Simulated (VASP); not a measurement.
# C (Fd-3m) in VASP: notebook, part 2 of 2

VASP 6.6.1.

## (3) Relaxation of cell and atoms, LDA, target pressure 15 GPa, at which the enthalpy is minimised

File INCAR:

```
ALGO = Normal
EDIFF = 1E-6
EDIFFG = -0.002
ENCUT = 600
IBRION = 2
ISIF = 3
ISMEAR = 0
LASPH = True
LCHARG = False
LREAL = False
LWAVE = False
NELM = 100
NSW = 100
PREC = Accurate
PSTRESS = 150.0
SIGMA = 0.01
```

File KPOINTS:

```
k-points
0
Gamma
  10 10 10
```

File POSCAR:

```
C
1.0
    0.0000000000      1.7658696213      1.7658696213
    1.7658696213      0.0000000000      1.7658696213
    1.7658696213      1.7658696213      0.0000000000
C
2
Direct
    0.5000000000      0.5000000000      0.5000000000
    0.7500000000      0.7500000000      0.7500000000
```

Potentials or basis: VASP PAW LDA potentials, release 64 (C).

Command:

```
$ cat potpaw_LDA.64/C/POTCAR > POTCAR
$ mpirun -np 1 vasp_std > vasp.out
```

OUTCAR:

```text
EDIFF = 1E-6
   EDIFFG = -0.002
   ENCUT = 600
   IBRION = 2
   ISIF = 3
   ISMEAR = 0
   LASPH = True
   LREAL = False
   NELM = 100
   NSW = 100
   PREC = Accurate
   PSTRESS = 150.0

 ion  position               nearest neighbor table
   1  0.500  0.500  0.500-   2 1.53   2 1.53   2 1.53   2 1.53
   2  0.750  0.750  0.750-   1 1.53   1 1.53   1 1.53   1 1.53

  LATTYP: Found a face centered cubic cell.
 ALAT       =     3.5317392426

  Lattice vectors:

 A1 = (   0.0000000000,   1.7658696213,   1.7658696213)
 A2 = (   1.7658696213,   0.0000000000,   1.7658696213)
 A3 = (   1.7658696213,   1.7658696213,   0.0000000000)

Analysis of symmetry for initial positions (statically):
=====================================================================
 Subroutine PRICEL returns:
 Original cell was already a primitive cell.

 Routine SETGRP: Setting up the symmetry group for a
 face centered cubic supercell.

 Subroutine GETGRP returns: Found 48 space group operations
 (whereof 24 operations were pure point group operations)
 out of a pool of 48 trial point group operations.

The static configuration has the point symmetry T_d .
 The point group associated with its full space group is O_h .

Analysis of symmetry for dynamics (positions and initial velocities):
=====================================================================
 Subroutine PRICEL returns:
 Original cell was already a primitive cell.

 Routine SETGRP: Setting up the symmetry group for a
 face centered cubic supercell.

 Subroutine GETGRP returns: Found 48 space group operations
 (whereof 24 operations were pure point group operations)
 out of a pool of 48 trial point group operations.

The dynamic configuration has the point symmetry T_d .
 The point group associated with its full space group is O_h .

 Subroutine INISYM returns: Found 48 space group operations
 (whereof 24 operations are pure point group operations),
 and found     1 'primitive' translations
[... 125 lines left out ...]
   LRPA    =     F    only Hartree local field effects (RPA)
 conjugate gradient relaxation of ions
 non-spin polarized calculation
 Gauss-broadening in eV      SIGMA  =   0.01
  energy-cutoff  :      600.00
  volume of cell :       11.01
 maximum number of plane-waves:       377
   NGX =  9   NGY =  9   NGZ =  9

--------------------------------------- Ionic step        1  -------------------------------------------

 number of electron       7.9999998 magnetization

 Free energy of the ion-electron system (eV)
  ---------------------------------------------------
  ext. energy  EPLUGINS =         0.00000000
  ---------------------------------------------------
  free energy    TOTEN  =       -20.25194938 eV

  energy without entropy =      -20.25194938  energy(sigma->0) =      -20.25194938

------------------------ aborting loop because EDIFF is reached ----------------------------------------

  FORCE on cell =-STRESS in cart. coord.  units (eV):
  Direction    XX          YY          ZZ          XY          YZ          ZX
  --------------------------------------------------------------------------------------
  -------------------------------------------------------------------------------------
  Total        0.0575555      0.0575555      0.0575555     -0.0000000     -0.0000000      0.0000000
  in kB        8.3732000      8.3732000      8.3732000     -0.0000000     -0.0000000      0.0000000
  external PRESSURE =    -141.6268000 kB  Pullay stress =     150.0000000 kB
[... 177 lines left out ...]
--------------------------------------- Ionic step        6  -------------------------------------------

 number of electron       7.9999999 magnetization

 Free energy of the ion-electron system (eV)
  ---------------------------------------------------
  ext. energy  EPLUGINS =         0.00000000
  ---------------------------------------------------
  free energy    TOTEN  =       -20.23689927 eV

  energy without entropy =      -20.23689927  energy(sigma->0) =      -20.23689927

 E-fermi :  10.7719     XC(G=0): -13.7833

 val. band max:       10.5929763258   @ k =   0.0000   0.0000   0.0000
 cond. band min:      14.8652084957   @ k =   0.4000   0.4000   0.0000
 fundamental gap:      4.2722321699
 Fermi energy:        10.7719279003

 k-point     1 :       0.0000    0.0000    0.0000
  band No.  band energies     occupation
      1     -11.5168      2.00000
      2      10.5930      2.00000
      3      10.5930      2.00000
      4      10.5930      2.00000
      5      16.3002      0.00000
      6      16.3002      0.00000
      7      16.3002      0.00000
      8      25.5030      0.00000
[... 243 lines left out ...]
 k-point    24 :       0.4000    0.3000    0.0000
  band No.  band energies     occupation
      1      -6.7390      2.00000
      2       2.4541      2.00000
      3       4.2911      2.00000
      4       4.9331      2.00000
      5      15.5156      0.00000
      6      18.7481      0.00000
      7      25.2234      0.00000
      8      25.3617      0.00000

 [... further k-points ...]

------------------------ aborting loop because EDIFF is reached ----------------------------------------

  FORCE on cell =-STRESS in cart. coord.  units (eV):
  Direction    XX          YY          ZZ          XY          YZ          ZX
  --------------------------------------------------------------------------------------
  -------------------------------------------------------------------------------------
  Total        0.9984664      0.9984664      0.9984664     -0.0000000      0.0000000      0.0000000
  in kB      149.4805354    149.4805354    149.4805354     -0.0000000      0.0000000      0.0000000
  external PRESSURE =      -0.5194646 kB  Pullay stress =     150.0000000 kB
[... 21 lines left out ...]
  energy  without entropy=      -20.2368992650  energy(sigma->0) =      -20.23689927

  enthalpy is  TOTEN    =       -19.2349630726 eV   P V=        1.0019361925

 reached required accuracy - stopping structural energy minimisation
```

CONTCAR:

```text
C
   1.00000000000000
    -0.0000000000000000    1.7490804978673544    1.7490804978673544
     1.7490804978673544    0.0000000000000000    1.7490804978673544
     1.7490804978673544    1.7490804978673544   -0.0000000000000000
  C
     2
Direct
     0.5000000000000000    0.5000000000000000    0.5000000000000000
     0.7500000000000000    0.7500000000000000    0.7500000000000000

  0.00000000E+00  0.00000000E+00  0.00000000E+00
  0.00000000E+00  0.00000000E+00  0.00000000E+00
```

Wall time 14 s (1 thread of Intel Xeon Platinum 8259CL at 2.50GHz (Skylake/Cascade Lake), shared host); peak memory 0.11 GiB.

Results:

```
Free energy                                            : -20.2369 eV
Relaxed volume                                         : 5.35 Å³/atom
Relaxed cell                                           : a = 2.474 Å, b = 2.474 Å, c = 2.474 Å, α = 60.00°, β = 60.00°, γ = 60.00°
Space group after relaxing (to 0.05 Å)                 : Fd-3m (No. 227)
Energy change on relaxing (the enthalpy is what falls) : +7.5 meV/atom
Ionic steps                                            : 6
Pressure after relaxing                                : 14.9 GPa
Band gap on the k mesh                                 : 4.27 eV, indirect (least direct gap 5.71 eV)
```

The path:
```tsv
step	energy change (eV)	largest force (eV/Å)	pressure (GPa)	volume (Å³)
1	0.0000	0.0000	0.84	11.01
2	0.0890	0.0000	38.82	10.26
3	0.0148	0.0000	14.83	10.70
4	0.0153	0.0000	15.12	10.70
5	0.0148	0.0000	14.90	10.70
6	0.0151	0.0000	14.95	10.70
```

Final structure:
```
C
1.0
     0.00000    1.74908    1.74908
     1.74908    0.00000    1.74908
     1.74908    1.74908    0.00000
C
2
Direct
  0.50000 0.50000 0.50000
  0.75000 0.75000 0.75000
```

Caveat: the cell is relaxed towards a set pressure, so the enthalpy falls and the energy may rise. Zero-point motion and thermal expansion aren't in these numbers.
